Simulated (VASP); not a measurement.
# Hf (Im-3m) in VASP: a series of runs, part 3 of 3

VASP 6.6.1. Earlier steps stand in the parts before.

## (4) Single point, PBE

The input, INCAR:

```
SYSTEM = Hf
PREC = Accurate
ENCUT = 520
EDIFF = 1E-7
ISMEAR = -1
SIGMA = 0.05
LREAL = .FALSE.
LASPH = .TRUE.
NELM = 60
ALGO = Normal
ISIF = 2
LWAVE = .FALSE.
LCHARG = .FALSE.
GGA = PE
NBANDS = 11
```

The input, KPOINTS:

```
Automatic mesh
0
G
  17 17 17
  0 0 0
```

The input, POSCAR:

```
Hf
1.0
   -1.5567661789      1.5567661789      1.5567661789
    1.5567661789     -1.5567661789      1.5567661789
    1.5567661789      1.5567661789     -1.5567661789
Hf
1
Direct
    0.0000000000      0.0000000000      0.0000000000
```

Potentials or basis: VASP PAW PBE potentials, release 64 (Hf_pv).

Run with:

```
cat potpaw_PBE.64/Hf_pv/POTCAR > POTCAR
mpirun -np 1 vasp_std > vasp.out
```

OUTCAR:

```text
SYSTEM = Hf
   PREC = Accurate
   ENCUT = 520
   EDIFF = 1E-7
   ISMEAR = -1
   LREAL = .FALSE.
   LASPH = .TRUE.
   NELM = 60
   ISIF = 2
   GGA = PE

 ion  position               nearest neighbor table
   1  0.000  0.000  0.000-

  LATTYP: Found a body centered cubic cell.
 ALAT       =     3.1135323578

  Lattice vectors:

 A1 = (  -1.5567661789,   1.5567661789,   1.5567661789)
 A2 = (   1.5567661789,  -1.5567661789,   1.5567661789)
[... 514 lines left out ...]
     11      24.6324      0.00000

 [... further k-points ...]

------------------------ aborting loop because EDIFF is reached ----------------------------------------

  FORCE on cell =-STRESS in cart. coord.  units (eV):
  Direction    XX          YY          ZZ          XY          YZ          ZX
  --------------------------------------------------------------------------------------
  -------------------------------------------------------------------------------------
  Total        6.9016976      6.9016976      6.9016976      0.0000000     -0.0000000     -0.0000000
  in kB      732.7171494    732.7171494    732.7171494      0.0000000     -0.0000000     -0.0000000
  external PRESSURE =     732.7171494 kB  Pullay stress =       0.0000000 kB

 VOLUME and BASIS-vectors are now :
 -----------------------------------------------------------------------------
  energy-cutoff  :      520.00
  volume of cell :       15.09
      direct lattice vectors                 reciprocal lattice vectors
    -1.556766179  1.556766179  1.556766179     0.000000000  0.321178612  0.321178612
     1.556766179 -1.556766179  1.556766179     0.321178612  0.000000000  0.321178612
     1.556766179  1.556766179 -1.556766179     0.321178612  0.321178612  0.000000000

 POSITION                                       TOTAL-FORCE (eV/Angst)
 -----------------------------------------------------------------------------------
      0.00000      0.00000      0.00000        -0.000000     -0.000000     -0.000000
 -----------------------------------------------------------------------------------
    total drift:                                0.000000     -0.000000      0.000000

  FREE ENERGIE OF THE ION-ELECTRON SYSTEM (eV)
  ---------------------------------------------------
  free  energy   TOTEN  =        -8.5194981412 eV

  energy  without entropy=       -8.5113612874  energy(sigma->0) =       -8.51542971
```

OSZICAR:

```text
N       E                     dE             d eps       ncg     rms          rms(c)
DAV:   1     0.161153214751E+02    0.16115E+02   -0.58925E+03  3742   0.889E+02
DAV:   2    -0.832632775998E+01   -0.24442E+02   -0.23586E+02  4451   0.166E+02
DAV:   3    -0.872296444338E+01   -0.39664E+00   -0.39343E+00  4396   0.146E+01
DAV:   4    -0.872366397811E+01   -0.69953E-03   -0.69950E-03  4006   0.745E-01
DAV:   5    -0.872366524494E+01   -0.12668E-05   -0.12667E-05  4291   0.295E-02    0.543E+01
DAV:   6    -0.857622793278E+01    0.14744E+00   -0.96351E-02  4116   0.239E+00    0.323E+01
DAV:   7    -0.852115788487E+01    0.55070E-01   -0.14675E-01  4083   0.288E+00    0.135E+00
DAV:   8    -0.851948581104E+01    0.16721E-02   -0.67716E-03  3944   0.650E-01    0.111E-01
DAV:   9    -0.851949724624E+01   -0.11435E-04   -0.71050E-05  4193   0.819E-02    0.368E-02
DAV:  10    -0.851949779904E+01   -0.55280E-06   -0.45412E-06  3939   0.182E-02    0.189E-02
DAV:  11    -0.851949810767E+01   -0.30863E-06   -0.25831E-07  3928   0.440E-03    0.188E-03
DAV:  12    -0.851949814124E+01   -0.33567E-07   -0.11589E-08  1980   0.968E-04
   1 F= -.85194981E+01 E0= -.85154297E+01  d E =-.813685E-02
```

stdout:

```text
POSCAR found type information on POSCAR Hf
 POSCAR found :  1 types and       1 ions
 scaLAPACK will be used
 LDA part: xc-table for (Slater+PW92), standard interpolation
 POSCAR, INCAR and KPOINTS ok, starting setup
 FFT: planning ... GRIDC
 FFT: planning ... GRID_SOFT
 FFT: planning ... GRID
 WAVECAR not read
 entering main loop
```

It took 13 s on 1 thread of Intel Xeon 6975P-C, shared host; peak memory 0.14 GiB.

What came out:

| Property | Result |
| --- | --- |
| Free energy | -8.5195 eV |
| Pressure | 73.3 GPa |
| Band gap on the k mesh | zero (band 5 reaches 9.29 eV, above the bottom of band 6 at 6.43 eV) |

Levels at points of the mesh, in eV from the Fermi level:
| k point | band 1 | band 2 | band 3 | band 4 | band 5 | band 6 | band 7 | band 8 | band 9 | band 10 |
| --- | --- | --- | --- | --- | --- | --- | --- | --- | --- | --- |
| (0.00, 0.00, 0.00) | -28.28 | -28.28 | -28.28 | -7.99 | 1.70 | 1.70 | 1.70 | 5.77 | 5.77 | 14.54 |

Caveat: spin-orbit coupling is left out, which moves the levels of the heavy elements.

## (5) Single point, PBE

The input, INCAR:

```
SYSTEM = Hf
ALGO = Normal
EDIFF = 1E-7
ENCUT = 520
GGA = PE
ISIF = 2
ISMEAR = -1
LASPH = .TRUE.
LCHARG = .TRUE.
LELF = .TRUE.
LREAL = .FALSE.
LVHAR = .TRUE.
LWAVE = .FALSE.
NBANDS = 11
NELM = 100
PREC = Accurate
SIGMA = 0.05
```

The input, KPOINTS:

```
k-points
0
G
  17 17 17
  0 0 0
```

The input, POSCAR:

```
Hf
1.0
   -1.5569255878      1.5569255878      1.5569255878
    1.5569255878     -1.5569255878      1.5569255878
    1.5569255878      1.5569255878     -1.5569255878
Hf
1
Direct
    0.0000000000      0.0000000000      0.0000000000
```

Potentials or basis: VASP PAW PBE potentials, release 64 (Hf_pv).

Run with:

```
cat potpaw_PBE.64/Hf_pv/POTCAR > POTCAR
mpirun -np 1 vasp_std > vasp.out
```

OUTCAR:

```text
SYSTEM = Hf
   EDIFF = 1E-7
   ENCUT = 520
   GGA = PE
   ISIF = 2
   ISMEAR = -1
   LASPH = .TRUE.
   LREAL = .FALSE.
   NELM = 100
   PREC = Accurate

 ion  position               nearest neighbor table
   1  0.000  0.000  0.000-

  LATTYP: Found a body centered cubic cell.
 ALAT       =     3.1138511756

  Lattice vectors:

 A1 = (  -1.5569255878,   1.5569255878,   1.5569255878)
 A2 = (   1.5569255878,  -1.5569255878,   1.5569255878)
[... 514 lines left out ...]
     11      24.6261      0.00000

 [... further k-points ...]

------------------------ aborting loop because EDIFF is reached ----------------------------------------

  FORCE on cell =-STRESS in cart. coord.  units (eV):
  Direction    XX          YY          ZZ          XY          YZ          ZX
  --------------------------------------------------------------------------------------
  -------------------------------------------------------------------------------------
  Total        6.8949339      6.8949339      6.8949339      0.0000000      0.0000000      0.0000000
  in kB      731.7742598    731.7742598    731.7742598      0.0000000      0.0000000      0.0000000
  external PRESSURE =     731.7742598 kB  Pullay stress =       0.0000000 kB

 VOLUME and BASIS-vectors are now :
 -----------------------------------------------------------------------------
  energy-cutoff  :      520.00
  volume of cell :       15.10
      direct lattice vectors                 reciprocal lattice vectors
    -1.556925588  1.556925588  1.556925588     0.000000000  0.321145727  0.321145727
     1.556925588 -1.556925588  1.556925588     0.321145727  0.000000000  0.321145727
     1.556925588  1.556925588 -1.556925588     0.321145727  0.321145727  0.000000000

 POSITION                                       TOTAL-FORCE (eV/Angst)
 -----------------------------------------------------------------------------------
      0.00000      0.00000      0.00000        -0.000000     -0.000000      0.000000
 -----------------------------------------------------------------------------------
    total drift:                                0.000000     -0.000000      0.000000

  FREE ENERGIE OF THE ION-ELECTRON SYSTEM (eV)
  ---------------------------------------------------
  free  energy   TOTEN  =        -8.5216211611 eV

  energy  without entropy=       -8.5134749448  energy(sigma->0) =       -8.51754805
```

stdout:

```text
POSCAR found type information on POSCAR Hf
 POSCAR found :  1 types and       1 ions
 scaLAPACK will be used
 LDA part: xc-table for (Slater+PW92), standard interpolation
 POSCAR, INCAR and KPOINTS ok, starting setup
 FFT: planning ... GRIDC
 FFT: planning ... GRID_SOFT
 FFT: planning ... GRID
 WAVECAR not read
 entering main loop
```

Run time: 14 s. Hardware: 1 thread of Intel Xeon 6975P-C, shared host; peak memory 0.14 GiB.

Results:

```
Free energy            : -8.5216 eV
Pressure               : 73.2 GPa
Band gap on the k mesh : zero (band 5 reaches 9.29 eV, above the bottom of band 6 at 6.42 eV)
```

Caveat: spin-orbit coupling is left out, which moves the levels of the heavy elements.

## (6) The runs side by side

```tsv
task	cell	cutoff (eV)	gap on the mesh (eV)	pressure (GPa)
relaxation of cell and atoms	relaxed to 74 GPa from a = 2.696 Å, angles 109.5°, 1 atom	600	none	74.0
relaxation of cell and atoms	relaxed to 74 GPa from a = 2.714 Å, angles 109.5°, 1 atom	600	none	74.0
single point	a = 2.696 Å, angles 109.5°, 1 atom	520	none	73.3
single point	a = 2.697 Å, angles 109.5°, 1 atom	520	none	73.2
```

Alike in all rows: level PBE; potentials or basis VASP PAW PBE potentials, release 64 (Hf_pv); no spin polarisation; k mesh 17 × 17 × 17; smearing fermi-dirac 0.05 eV.

Caveats: spin-orbit coupling is left out, which moves the levels of the heavy elements; the cell is relaxed towards a set pressure, so the enthalpy falls and the energy may rise (some runs).

Total energies depend on the potentials used, so only differences within one code and one set of settings carry meaning.
